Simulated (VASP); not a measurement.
Set up this calculation in VASP 6.6.1, as the native input.

| Property | Result |
| --- | --- |
| Task | single point |
| Functional | PBE |
| Potentials or basis | VASP PAW PBE potentials, release 64 (Sn_d, S) |
| Cutoff | 520 eV |
| k mesh | 12 × 12 × 4 |
| Occupations | gaussian, width 0.1 eV |
| Spin | no spin polarisation |
| Dipole correction | no |
| Further INCAR settings | ALGO = Normal; EDIFF = 1e-06; NBANDS = 35 |

The structure of Sn3S2 lies in POSCAR:

```
Sn3S2
1.0
    3.7384042939      0.0000000000      0.0000000000
   -1.8692021470      3.2375530881      0.0000000000
    0.0000000000      0.0000000000     10.3787959686
Sn S
3 2
Direct
    0.0000000000      0.0000000000      0.0000000000
    0.3333333333      0.6666666667      0.6344457766
    0.6666666667      0.3333333333      0.3655542234
    0.3333333333      0.6666666667      0.1935277416
    0.6666666667      0.3333333333      0.8064722584
```

One way to write it, as run:

INCAR

```
PREC     = Accurate       # precision mode
ENCUT    = 520            # plane-wave cutoff, eV
EDIFF    = 1E-6           # SCF threshold, eV
ISMEAR   = 0              # smearing method
SIGMA    = 0.1            # smearing width, eV
LREAL    = F              # projectors in reciprocal space
LASPH    = T              # aspherical terms in the spheres
NELM     = 100            # most SCF steps
ALGO     = Normal         # electronic algorithm
ISIF     = 2              # what is computed and relaxed
LWAVE    = F              # write WAVECAR
LCHARG   = F              # write CHGCAR
GGA      = PE             # functional
NBANDS   = 35             # bands
```

KPOINTS

```
Automatic mesh
0
Gamma
  12 12 4
```

Potentials or basis: VASP PAW PBE potentials, release 64 (Sn_d, S).

The run is started by

```bash
$ cat potpaw_PBE.64/Sn_d/POTCAR potpaw_PBE.64/S/POTCAR > POTCAR
$ mpirun -np 1 vasp_std > vasp.out
```

It gave:

```yaml
Pressure: 0.0 GPa
Largest_force: 0.008 eV/Å
Band_gap_on_the_k_mesh: zero (bands 27 and 28 overlap by 3.01 eV)
```

Caveat: spin-orbit coupling is left out, which moves the levels of the heavy elements.

Wall time 100 s on 1 thread of Intel(R) Xeon(R) 6975P-C (Granite Rapids), with other jobs on the host, peak memory 0.39 GiB.
